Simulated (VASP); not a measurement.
Wanted: the native input for a VASP 6.6.1 run.

```
Task                   : single point
Functional             : PBE
Dispersion             : D3(BJ)
Potentials or basis    : VASP PAW PBE potentials, release 64 (O, H, C)
Cutoff                 : 520 eV
k mesh                 : 1 × 1 × 1
Occupations            : fermi-dirac, width 0.02 eV
Spin                   : no spin polarisation
Dipole correction      : no
Further INCAR settings : LREAL = Auto; ALGO = Normal; EDIFF = 1e-06; NBANDS = 49
```

The structure of H16CO7 lies in POSCAR:

```
H16CO7
1.0
    6.4768410000      0.0000000000      0.0000000000
    0.0000000000      6.4768410000      0.0000000000
    0.0000000000      0.0000000000      6.4768410000
O H C
7 16 1
Direct
    0.3064765678      1.1226306158      0.8776191974
    0.9579206900      0.2541053578      0.1522810271
    0.7480189802      0.5088437403      0.9226720248
    0.0641362047      0.7824956642      0.7130482283
    0.6528800074      0.4326028692      0.4903779481
    0.2164944299      0.5193735650      0.4075597965
    0.7738031550      0.8269463462      0.3909776386
    0.2193970795      1.0114961908      0.8046669665
    0.3941736411      1.1741217671      0.7710394620
    0.8740680835      0.3580449173      0.0689996867
    1.0533993346      0.1917910290      0.0543629217
    0.8505535337      0.5971120798      0.8448563119
    0.7256006439      0.4192167138      0.8005445865
   -0.0680578696      0.8090518202      0.6420722695
    0.1325800649      0.6684585896      0.6407599013
    0.7136503737      0.5694751500      0.4609500218
    0.7111800336      0.3253746695      0.3831960673
    0.1485446377      0.4241265148      0.3191679400
    0.3598976723      0.4762970096      0.4394426233
    0.4887876667      0.9617033983      0.4026036767
    0.9001610507      0.8600180242      0.3198009647
    0.6365757628      1.0625550326      0.1958825298
    0.5213961559      0.7926549378      0.1730010047
    0.6025468280      0.9121267606      0.2761685828
```

One way to write it, as run:

INCAR

```
ALGO = Normal ; EDIFF = 1E-6
ENCUT = 520 ; GGA = PE
ISIF = 2 ; ISMEAR = -1
IVDW = 12 ; LASPH = T
LCHARG = F ; LREAL = Auto
LWAVE = F ; NBANDS = 49
NELM = 100 ; PREC = Accurate
SIGMA = 0.02
```

KPOINTS

```
k-points
0
Gamma
  1 1 1
```

Potentials or basis: VASP PAW PBE potentials, release 64 (O, H, C).

Launch:

```console
$ cat potpaw_PBE.64/O/POTCAR potpaw_PBE.64/H/POTCAR potpaw_PBE.64/C/POTCAR > POTCAR
$ mpirun -np 1 vasp_gam > vasp.out
```

It gave:

```
Pressure                   : -2.0 GPa
Largest force              : 2.855 eV/Å
Band gap on the k mesh     : 4.76 eV
Dispersion energy per atom : -0.030 eV
```

Caveat: the k points lie up to 0.97 Å⁻¹ apart.

Wall time 22 s on 1 thread of Intel(R) Xeon(R) 6975P-C (Granite Rapids) (shared host), peak memory 0.3 GiB.
